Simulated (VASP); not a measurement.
Runs of VASP 6.6.1 on ZrIn. The structure is that of space group P4/mmm (No. 123), or close to it. The cells are those of the table. 

```csv
cell,gap on the mesh (eV),pressure (GPa)
"a = 3.055, b = 3.055, c = 4.332 Å, 2 atoms",none,2.7
"a = 3.168, b = 3.168, c = 4.493 Å, 2 atoms",none,(b)
"a = 3.222, b = 3.222, c = 4.570 Å, 2 atoms",none,(a)
"a = 3.141, b = 3.141, c = 4.454 Å, 2 atoms",none,-5.9
"a = 3.195, b = 3.195, c = 4.532 Å, 2 atoms",none,-9.8
"a = 3.112, b = 3.112, c = 4.414 Å, 2 atoms",none,-3.4
"a = 3.084, b = 3.084, c = 4.373 Å, 2 atoms",none,-0.5
```

Alike in all rows: task single point; level LDA; potentials or basis VASP PAW LDA potentials, release 64 (Zr_sv, In_d); no spin polarisation; k mesh 7 × 7 × 5; cutoff (eV) 520; smearing gaussian 0.01 eV.

Task: Estimate the missing entries.

Result: (a) -11.3; (b) -8.0.

Caveats: spin-orbit coupling is left out, which moves the levels of the heavy elements.

A k mesh can miss the band edges, and the runs leave out spin-orbit coupling on In, Zr.

A gap of «none» marks levels without a gap at the run's occupations.
